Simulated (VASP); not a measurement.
# Ba (C2/m) in VASP: single point with PBE

Aim: the single point of Ba with PBE.

Program: VASP 6.6.1. These are calculated values, not measurements. Logs are shortened: lines on timing, memory, paths and dates and some standing lists are left out, and cuts for length are marked.

### Step 1. The cell of the first run

The structure is monoclinic, space group C2/m (No. 12). Conventional cell: a = 6.643 Å, b = 4.486 Å, c = 4.540 Å, α = 90.00°, β = 112.94°, γ = 90.00°. Ba (site symmetry 2/m) has 12 Ba at 4.01 to 4.99 Å within 5.3 Å.

### Step 2. Single point, PBE (engineering shear strain xz -0.2200, engineering shear strain yz -0.2200)

Input file INCAR:

```
SYSTEM = Ba
ALGO     = Fast           ! electronic algorithm
EDIFF    = 1E-6           ! SCF threshold, eV
ENCUT    = 520            ! plane-wave cutoff, eV
GGA      = PE             ! functional
ISIF     = 2              ! what is computed and relaxed
ISMEAR   = 0              ! smearing method
LASPH    = .True.         ! aspherical terms in the spheres
LCHARG   = .True.         ! write CHGCAR
LELF     = .True.         ! ELF
LREAL    = .False.        ! projectors in reciprocal space
LVHAR    = .True.       
LWAVE    = .False.        ! write WAVECAR
NBANDS   = 11             ! bands
NELM     = 80             ! most SCF steps
PREC     = Accurate       ! precision mode
SIGMA    = 0.15           ! smearing width, eV
```

Input file KPOINTS:

```
k-points
0
Gamma
  12 12 12
  0 0 0
```

Input file POSCAR:

```
Ba
1.0
   -0.3489565627      2.8233758253      2.8233758253
    2.8233758253     -0.3489565627      2.8233758253
    3.1723323880      3.1723323880     -0.6979131254
Ba
1
Direct
    0.0000000000      0.0000000000      0.0000000000
```

Potentials or basis: VASP PAW PBE potentials, release 64 (Ba_sv).

Run with:

```console
$ cat potpaw_PBE.64/Ba_sv/POTCAR > POTCAR
$ mpirun -np 1 vasp_std > vasp.out
```

OUTCAR:

```text
SYSTEM = Ba
   EDIFF = 1E-6
   ENCUT = 520
   GGA = PE
   ISIF = 2
   ISMEAR = 0
   LASPH = .True.
   LREAL = .False.
   NELM = 80
   PREC = Accurate

 ion  position               nearest neighbor table
   1  0.000  0.000  0.000-

  LATTYP: Found a base centered monoclinic cell.
 ALAT       =     6.6431397379
 B/A-ratio  =     0.6753366126
 C/A-ratio  =     0.6834593369
 COS(beta)  =    -0.3898427500

  Lattice vectors:

 A1 = (   0.3489565627,  -2.8233758253,  -2.8233758253)
 A2 = (  -2.8233758253,   0.3489565627,  -2.8233758253)
 A3 = (   3.1723323880,   3.1723323880,  -0.6979131254)

Analysis of symmetry for initial positions (statically):
=====================================================================
 Subroutine PRICEL returns:
 Original cell was already a primitive cell.

 Routine SETGRP: Setting up the symmetry group for a
 base centered monoclinic supercell.

 Subroutine GETGRP returns: Found  4 space group operations
 (whereof  4 operations were pure point group operations)
 out of a pool of  4 trial point group operations.

The static configuration has the point symmetry C_2h.

Analysis of symmetry for dynamics (positions and initial velocities):
=====================================================================
 Subroutine PRICEL returns:
 Original cell was already a primitive cell.

 Routine SETGRP: Setting up the symmetry group for a
 base centered monoclinic supercell.

 Subroutine GETGRP returns: Found  4 space group operations
 (whereof  4 operations were pure point group operations)
 out of a pool of  4 trial point group operations.

The dynamic configuration has the point symmetry C_2h.

 Subroutine INISYM returns: Found  4 space group operations
 (whereof  4 operations are pure point group operations),
 and found     1 'primitive' translations

----------------------------------------------------------------------------------------

                                     Primitive cell

  volume of cell :      62.3056

  direct lattice vectors                    reciprocal lattice vectors
    -0.348956563  2.823375825  2.823375825    -0.139845368  0.175380112  0.161521562
     2.823375825 -0.348956563  2.823375825     0.175380112 -0.139845368  0.161521562
     3.172332388  3.172332388 -0.697913125     0.143754190  0.143754190 -0.125986818

  length of vectors
     4.008075945  4.008075945  4.540315880     0.276412962  0.276412962  0.239171931

  position of ions in fractional coordinates (direct lattice)
     0.000000000  0.000000000  0.000000000

  ion indices of the primitive-cell ions
   primitive index   ion index
                 1           1

----------------------------------------------------------------------------------------

 KPOINTS: k-points

Automatic generation of k-mesh.
 Grid dimensions read from file:
 generate k-points for:   12   12   12

 Generating k-lattice:

  Cartesian coordinates                     Fractional coordinates (reciprocal lattice)
    -0.011653781  0.014615009  0.013460130     0.083333333  0.000000000  0.000000000
     0.014615009 -0.011653781  0.013460130     0.000000000  0.083333333  0.000000000
     0.011979516  0.011979516 -0.010498902     0.000000000  0.000000000  0.083333333

  Length of vectors
     0.023034414  0.023034414  0.019930994

  Shift w.r.t. Gamma in fractional coordinates (k-lattice)
     0.000000000  0.000000000  0.000000000

 Subroutine IBZKPT returns following result:
 ===========================================

 Found    476 irreducible k-points:

 Following reciprocal coordinates:
            Coordinates               Weight
  0.000000  0.000000  0.000000      1.000000
  0.083333  0.000000 -0.000000      4.000000
  0.166667  0.000000 -0.000000      4.000000
  0.250000  0.000000  0.000000      4.000000
  0.333333 -0.000000 -0.000000      4.000000
  0.416667  0.000000  0.000000      4.000000
[... 16 lines left out ...]
  0.500000  0.166667  0.000000      4.000000
 -0.416667  0.166667  0.000000      4.000000
 [... further k-points ...]
   k-points           NKPTS =    476   k-points in BZ     NKDIM =    476   number of bands    NBANDS=     11
   number of dos      NEDOS =    301   number of ions     NIONS =      1
   total plane-waves  NPLWV =  32400
   dimension x,y,z NGX =    30 NGY =   30 NGZ =   36
   dimension x,y,z NGXF=    60 NGYF=   60 NGZF=   72
   ions per type =               1
   NGX,Y,Z   is equivalent  to a cutoff of  12.44, 12.44, 13.18 a.u.
   NGXF,Y,Z  is equivalent  to a cutoff of  24.89, 24.89, 26.36 a.u.
 SYSTEM =  Ba
   PREC   = accura    normal or accurate (medium, high low for compatibility)
   ISTART =      0    job   : 0-new  1-cont  2-samecut
   ICHARG =      2    charge: 1-file 2-atom 10-const
   ISPIN  =      1    spin polarized calculation?
   LNONCOLLINEAR =      F non collinear calculations
   LSORBIT =      F    spin-orbit coupling
   LASPH  =      T    aspherical Exc in radial PAW
   ENCUT  =  520.0 eV  38.22 Ry    6.18 a.u.   7.45  7.45  8.44*2*pi/ulx,y,z
   NELM   =     80;   NELMIN=  2; NELMDL= -5     # of ELM steps
   EDIFF  = 0.1E-05   stopping-criterion for ELM
   LREAL  =      F    real-space projection
   EDIFFG = 0.1E-04   stopping-criterion for IOM
   NSW    =      0    number of steps for IOM
   IBRION =     -1    ionic relax: 0-MD 1-quasi-New 2-CG
   NFREE  =      0    steps in history (QN), initial steepest desc. (CG)
   ISIF   =      2    stress and relaxation
   ISYM   =      2    0-nonsym 1-usesym 2-fastsym
   POTIM  = 0.5000    time-step for ionic-motion
   TEBEG  =    0.0;   TEEND  =   0.0 temperature during run
   PSTRESS=    0.0 pullay stress
   NELECT =      10.0000    total number of electrons
   NUPDOWN=      -1.0000    fix difference up-down
   EMIN   =  10.00;   EMAX   =-10.00  energy-range for DOS
   EFERMI =   0.00;   METHOD = LEGACY
   ISMEAR =     0;   SIGMA  =   0.15  broadening in eV -4-tet -1-fermi 0-gaus
   EFERMI_NEDOS =   21; number of points for ismear=-14 and -15
   IALGO  =     68    algorithm
   IMIX   =      4    mixing-type and parameters
     AMIX     =   0.40;   BMIX     =  1.00
     AMIX_MAG =   1.60;   BMIX_MAG =  1.00
  volume/ion in A,a.u.               =      62.31       420.46
  Fermi-wavevector in a.u.,A,eV,Ry     =   0.889677  1.681246 10.769363  0.791526
  Thomas-Fermi vector in A             =   2.011269
   LORBIT       =      0    0 simple, 1 ext, 2 COOP (PROOUT), +10 PAW based schemes
   GGA     = PE    functional components
   LHFCALC =     F    Hartree Fock is set to
   AEXX    =    0.0000 exact exchange contribution
   IVDW    =     0    specifies the selected vdW correction
   LEPSILON=     F    determine dielectric tensor
   LRPA    =     F    only Hartree local field effects (RPA)
 non-spin polarized calculation
 RMM-DIIS sequential band-by-band and
 Gauss-broadening in eV      SIGMA  =   0.15
  energy-cutoff  :      520.00
  volume of cell :       62.31
 maximum number of plane-waves:      1695
 NGX is ok and might be reduce to    30
   NGX = 15   NGY = 15   NGZ = 17

 number of electron      10.0000000 magnetization

 number of electron       9.9999999 magnetization

 Free energy of the ion-electron system (eV)
  ---------------------------------------------------
  ext. energy  EPLUGINS =         0.00000000
  ---------------------------------------------------
  free energy    TOTEN  =        -1.72887398 eV

  energy without entropy =       -1.70844938  energy(sigma->0) =       -1.71866168

 E-fermi :   1.6530     XC(G=0):  -7.4237

 val. band max:        1.6475463213   @ k =   0.3333   0.0000   0.4167
 cond. band min:       1.6563022254   @ k =  -0.1667   0.5000   0.1667
 fundamental gap:      0.0087559041
 Fermi energy:         1.6530425543

 k-point     1 :       0.0000    0.0000    0.0000
  band No.  band energies     occupation
      1     -27.2775      2.00000
      2     -12.3106      2.00000
      3     -12.1358      2.00000
      4     -12.0699      2.00000
      5      -1.0285      2.00000
      6       2.2979      0.00000
      7       2.8539      0.00000
      8       4.8136      0.00000
      9       5.5039      0.00000
     10       5.5990      0.00000
     11       7.5144      0.00000

 k-point     2 :       0.0833    0.0000   -0.0000
  band No.  band energies     occupation
      1     -27.2732      2.00000
      2     -12.3080      2.00000
      3     -12.1724      2.00000
      4     -12.0899      2.00000
      5      -0.8994      2.00000
      6       2.3669      0.00000
      7       2.8476      0.00000
      8       4.7642      0.00000
      9       5.2405      0.00000
     10       5.5033      0.00000
     11       7.9086      0.00000

 k-point     3 :       0.1667    0.0000   -0.0000
  band No.  band energies     occupation
      1     -27.2612      2.00000
      2     -12.3105      2.00000
      3     -12.2926      2.00000
      4     -12.1104      2.00000
      5      -0.5439      2.00000
      6       2.5217      0.00000
      7       2.7943      0.00000
      8       4.6977      0.00000
      9       4.8720      0.00000
     10       5.3462      0.00000
     11       8.4163      0.00000

 k-point     4 :       0.2500    0.0000    0.0000
  band No.  band energies     occupation
      1     -27.2448      2.00000
      2     -12.4855      2.00000
      3     -12.2886      2.00000
      4     -12.1264      2.00000
      5      -0.0519      2.00000
      6       2.5336      0.00000
      7       2.7800      0.00000
      8       4.4716      0.00000
      9       5.0151      0.00000
     10       5.3333      0.00000
     11       8.0642      0.00000

 k-point     5 :       0.3333   -0.0000   -0.0000
  band No.  band energies     occupation
      1     -27.2283      2.00000
      2     -12.6601      2.00000
      3     -12.2781      2.00000
      4     -12.1404      2.00000
      5       0.4316      2.00000
      6       2.4423      0.00000
      7       2.7679      0.00000
      8       4.5493      0.00000
      9       4.9152      0.00000
     10       5.8332      0.00000
     11       7.6156      0.00000
[... 211 lines left out ...]
 k-point    21 :       0.3333    0.1667   -0.0000
  band No.  band energies     occupation
      1     -27.2216      2.00000
      2     -12.6044      2.00000
      3     -12.2842      2.00000
      4     -12.2375      2.00000
      5       0.5250      2.00000
      6       2.3435      0.00000
      7       2.8514      0.00000
      8       4.3315      0.00000
      9       4.8867      0.00000
     10       5.4492      0.00000
     11       8.4266      0.00000

 k-point    22 :       0.4167    0.1667    0.0000
  band No.  band energies     occupation
      1     -27.2086      2.00000
      2     -12.7311      2.00000
      3     -12.2748      2.00000
      4     -12.2602      2.00000
      5       1.0056      2.00000
      6       2.1984      0.00000
      7       2.7654      0.00000
      8       4.4362      0.00000
      9       4.8391      0.00000
     10       5.8761      0.00000
     11       8.1912      0.00000

 k-point    23 :       0.5000    0.1667    0.0000
  band No.  band energies     occupation
      1     -27.2017      2.00000
      2     -12.7896      2.00000
      3     -12.2894      2.00000
      4     -12.2672      2.00000
      5       1.2925      1.99932
      6       2.1656      0.00000
      7       2.8683      0.00000
      8       4.3175      0.00000
      9       4.8723      0.00000
     10       5.9379      0.00000
     11       8.7632      0.00000

 k-point    24 :      -0.4167    0.1667    0.0000
  band No.  band energies     occupation
      1     -27.2029      2.00000
      2     -12.7677      2.00000
      3     -12.3157      2.00000
      4     -12.2644      2.00000
      5       1.3029      1.99904
      6       2.3155      0.00000
      7       2.8944      0.00000
      8       4.1623      0.00000
      9       4.8000      0.00000
     10       6.2475      0.00000
     11       8.1674      0.00000

 [... further k-points ...]

------------------------ aborting loop because EDIFF is reached ----------------------------------------

  FORCE on cell =-STRESS in cart. coord.  units (eV):
  Direction    XX          YY          ZZ          XY          YZ          ZX
  --------------------------------------------------------------------------------------
  -------------------------------------------------------------------------------------
  Total        0.0866085      0.0866085      0.4705418     -0.2608628      0.6973904      0.6973904
  in kB        2.2271241      2.2271241     12.0999031     -6.7080431     17.9332787     17.9332789
  external PRESSURE =       5.5180504 kB  Pullay stress =       0.0000000 kB

 VOLUME and BASIS-vectors are now :
 -----------------------------------------------------------------------------
  energy-cutoff  :      520.00
  volume of cell :       62.31
      direct lattice vectors                 reciprocal lattice vectors
    -0.348956563  2.823375825  2.823375825    -0.139845368  0.175380112  0.161521562
     2.823375825 -0.348956563  2.823375825     0.175380112 -0.139845368  0.161521562
     3.172332388  3.172332388 -0.697913125     0.143754190  0.143754190 -0.125986818

 POSITION                                       TOTAL-FORCE (eV/Angst)
 -----------------------------------------------------------------------------------
      0.00000      0.00000      0.00000        -0.000000      0.000000      0.000000
 -----------------------------------------------------------------------------------
    total drift:                                0.000000     -0.000000     -0.000000

  FREE ENERGIE OF THE ION-ELECTRON SYSTEM (eV)
  ---------------------------------------------------
  free  energy   TOTEN  =        -1.7288739829 eV

  energy  without entropy=       -1.7084493833  energy(sigma->0) =       -1.71866168
```

It took 4.5 min on 1 thread of AMD EPYC 7R43 (Zen 3), shared host; peak memory 0.39 GiB.

Results:

* Free energy: -1.7289 eV
* Pressure: 0.6 GPa
* Band gap on the k mesh: zero (bands 5 and 6 overlap by 0.59 eV)

Caveat: the cell differs from its parent crystal (engineering shear strain xz -0.2200, engineering shear strain yz -0.2200); spin-orbit coupling is left out, which moves the levels of the heavy elements.
